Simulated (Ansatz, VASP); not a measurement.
ZrB in VASP and in Ansatz

INCAR

```
SYSTEM = ZrB
  PREC = Accurate
  ENCUT = 520
  EDIFF = 1E-6
  ISMEAR = 0
  SIGMA = 0.15
  LREAL = .FALSE.
  LASPH = .TRUE.
  NELM = 100
  ALGO = Normal
  ISIF = 2
  LWAVE = .FALSE.
  LCHARG = .FALSE.
  GGA = PS
  NBANDS = 14
```

File KPOINTS:

```
regular mesh
0
G
  18 18 18
  0 0 0
```

Contents of POSCAR:

```
ZrB
1.0
    0.0145312500      2.3250000000      2.3250000000
    2.3395312500      0.0000000000      2.3395312500
    2.3250000000      2.3250000000      0.0145312500
Zr B
1 1
Direct
    0.0000000000      0.0000000000      0.0000000000
    0.5000000000      0.5000000000      0.5000000000
```

Input for Ansatz:

```yaml
crystal:
  lattice:
    - [0.01453125, 2.325, 2.325]
    - [2.33953125, 0.0, 2.33953125]
    - [2.325, 2.325, 0.01453125]
  atoms:
    - { symbol: Zr, position: [0.0, 0.0, 0.0] }
    - { symbol: B, position: [0.5, 0.5, 0.5] }
basis:
  ecutwfc: 420
kpoints:
  mp_grid: { grid: [18, 18, 18] }
hamiltonian:
  xc: pbesol
scf:
  occupations: { method: gaussian, width: 0.15 }
output:
  forces: true
  stress: true
  eigenvalues: true
```

Change from the starting cell: strain +0.0125 x Voigt [0, 0, 0, 0, 1, 0], atoms carried along.

Alike in both runs: task single point; functional PBEsol; k mesh 18 × 18 × 18; occupations gaussian, width 0.15 eV; no spin polarisation.

|  | VASP | Ansatz |
| --- | --- | --- |
| version | VASP 6.6.1 | Ansatz 0.2.0 |
| potentials or method | VASP PAW PBE potentials, release 64 (Zr_sv, B), cutoff 520 eV | scalar-relativistic, plane waves, PAW |
| valence electrons in the cell | 15 | 15 |

VASP gave:

| Quantity | Value |
| --- | --- |
| gap on the k mesh at the Fermi level (eV) | none |
| pressure (GPa) | 29.7 |
| traceless stress, the component that is largest in VASP (GPa) | -0.71 |

Which values does Ansatz return?

gap on the k mesh at the Fermi level (eV): none; pressure (GPa): 29.4; traceless stress, the component that is largest in VASP (GPa): -0.71.

VASP's potentials were made for PBE, not for PBEsol. A gap of «none» marks a metal or a gap that the smearing closes. Both programs put the cell under a high pressure, so it lies far from rest at this level.
